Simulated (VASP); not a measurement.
A run of VASP 6.6.1 is set up as follows.

The input INCAR:

```
PREC     = Accurate       # precision mode
ENCUT    = 500            # plane-wave cutoff, eV
EDIFF    = 1E-6           # SCF threshold, eV
ISMEAR   = 0              # smearing method
SIGMA    = 0.01           # smearing width, eV
LREAL    = False          # projectors in reciprocal space
LASPH    = True           # aspherical terms in the spheres
NELM     = 120            # most SCF steps
ALGO     = Normal         # electronic algorithm
ISIF     = 2              # what is computed and relaxed
LWAVE    = False          # write WAVECAR
LCHARG   = False          # write CHGCAR
GGA      = PE             # functional
NBANDS   = 15             # bands
GGA_COMPAT= False
```

File KPOINTS:

```
regular mesh
0
Gamma
  4 4 4
```

The input POSCAR:

```
CaS
1.0
    0.0000000000      2.8479451006      2.8479451006
    2.8479451006      0.0000000000      2.8479451006
    2.8479451006      2.8479451006      0.0000000000
Ca S
1 1
Direct
    0.0000000000      0.0000000000      0.0000000000
    0.5000000000      0.5000000000      0.5000000000
```

Potentials or basis: VASP PAW PBE potentials, release 64 (Ca_sv, S).

Command:

```console
$ cat potpaw_PBE.64/Ca_sv/POTCAR potpaw_PBE.64/S/POTCAR > POTCAR
$ mpirun -np 1 vasp_std > vasp.out
```

Question: Predict the band gap on the k mesh.

Answer: 2.35 eV, indirect (least direct gap 3.16 eV).

Question: Predict the pressure.

Answer: 0.7 GPa.

Caveat: the k points lie up to 0.48 Å⁻¹ apart. A k mesh can miss the band edges.
